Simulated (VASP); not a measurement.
Crystal: Lu3NbF.

```
Lu Nb F
1.0
     4.69126    0.00000    0.00000
     0.00000    4.69126    0.00000
     0.00000    0.00000    4.69126
Lu Nb F
3 1 1
Direct
  0.50000 0.50000 0.00000
  0.50000 0.00000 0.50000
  0.00000 0.50000 0.50000
  0.00000 0.00000 0.00000
  0.50000 0.50000 0.50000
```

The cell was built from a structure type or drawn by symmetry, and may not be a known phase.

```yaml
Program: VASP 6.6.1
Task: relaxation of cell and atoms
Functional: PBE
Potentials_or_basis: VASP PAW PBE potentials, release 64 (Lu, Nb_sv, F)
Cutoff: 600 eV
k_mesh: 8 × 8 × 8
Occupations: gaussian, width 0.1 eV
Spin: no spin polarisation
```

At the start: pressure 2.8 GPa; volume 20.65 Å³/atom.

Question: Where does the relaxation end?

Answer: Over 3 steps the energy falls by 6.2 meV/atom and the volume is 21.38 Å³/atom (+3.6 %); space group Pm-3m (No. 221, to 0.1 Å) before and after.

The path:
```
step  energy change (eV)  largest force (eV/Å)  pressure (GPa)  volume (Å³)
   1              0.0000                0.0000            2.82       103.25
   2             -0.0241                0.0000           -1.17       108.78
   3             -0.0312                0.0000            0.02       106.92
```

Final structure:
```cif
data_structure
_symmetry_space_group_name_H-M 'P 1'
_symmetry_Int_Tables_number 1
_cell_length_a 4.7463
_cell_length_b 4.7463
_cell_length_c 4.7463
_cell_angle_alpha 90.000
_cell_angle_beta 90.000
_cell_angle_gamma 90.000
_cell_volume 106.92
loop_
_atom_site_label
_atom_site_type_symbol
_atom_site_fract_x
_atom_site_fract_y
_atom_site_fract_z
_atom_site_occupancy
Lu1 Lu 0.50000 0.50000 0.00000 1
Lu2 Lu 0.50000 0.00000 0.50000 1
Lu3 Lu 0.00000 0.50000 0.50000 1
Nb1 Nb 0.00000 0.00000 0.00000 1
F1 F 0.50000 0.50000 0.50000 1
```

Caveat: an odd number of electrons without spin polarisation forces a metal; a magnetic or distorted state may lie lower.
